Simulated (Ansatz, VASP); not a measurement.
# One calculation of Ca3AsP, two programs

File INCAR:

```
SYSTEM = Ca3AsP
PREC = Accurate ; ENCUT = 500
EDIFF = 1E-6 ; ISMEAR = 0
SIGMA = 0.1 ; LREAL = .False.
LASPH = .True. ; NELM = 120
ALGO = Normal ; ISIF = 2
LWAVE = .False. ; LCHARG = .True.
GGA = PE ; LELF = .True.
LVHAR = .True. ; NBANDS = 28
GGA_COMPAT = .False.
```

KPOINTS

```
Automatic mesh
0
Gamma
  1 1 1
  0 0 0
```

Contents of POSCAR:

```
Ca3AsP
1.0
    5.3338990000      0.0000000000      0.0000000000
    0.0000000000      5.3338990000      0.0000000000
    0.0000000000      0.0000000000      5.3338990000
Ca P As
3 1 1
Direct
    0.0000000000      0.5000000000      0.5000000000
    0.5000000000      0.0000000000      0.5000000000
    0.5000000000      0.5000000000      0.0000000000
    0.5000000000      0.5000000000      0.5000000000
    0.0000000000      0.0000000000      0.0000000000
```

Input for Ansatz:

```yaml
crystal:
  lattice:
    - [5.333899, 0.0, 0.0]
    - [0.0, 5.333899, 0.0]
    - [0.0, 0.0, 5.333899]
  atoms:
    - { symbol: Ca, position: [0.0, 0.5, 0.5] }
    - { symbol: Ca, position: [0.5, 0.0, 0.5] }
    - { symbol: Ca, position: [0.5, 0.5, 0.0] }
    - { symbol: P, position: [0.5, 0.5, 0.5] }
    - { symbol: As, position: [0.0, 0.0, 0.0] }
basis:
  ecutwfc: 420
kpoints:
  mp_grid: { grid: [1, 1, 1] }
hamiltonian:
  xc: pbe
scf:
  occupations: { method: gaussian, width: 0.1 }
  n_extra_bands: 3
output:
  forces: true
  stress: true
  eigenvalues: true
```

Alike in both runs: task single point; functional PBE; k mesh 1 × 1 × 1; occupations gaussian, width 0.1 eV; no spin polarisation.

```csv
,VASP,Ansatz
version,VASP 6.6.1,Ansatz 0.2.0
potentials or method,"VASP PAW PBE potentials, release 64 (Ca_sv, P, As), cutoff 500 eV","scalar-relativistic, plane waves, PAW"
valence electrons in the cell,40,50
```

|  | VASP | Ansatz | Ansatz less VASP |
| --- | --- | --- | --- |
| pressure (GPa) | 18.2 | 18.0 | -0.24 |

With one functional, cell and mesh, what is left measures potentials, basis and numerics. VASP's potentials hold 40 valence electrons a cell and Ansatz's 50, so a difference there can come from the potentials and not from the codes.

The k mesh is coarse, so the values compare programs but aren't converged.
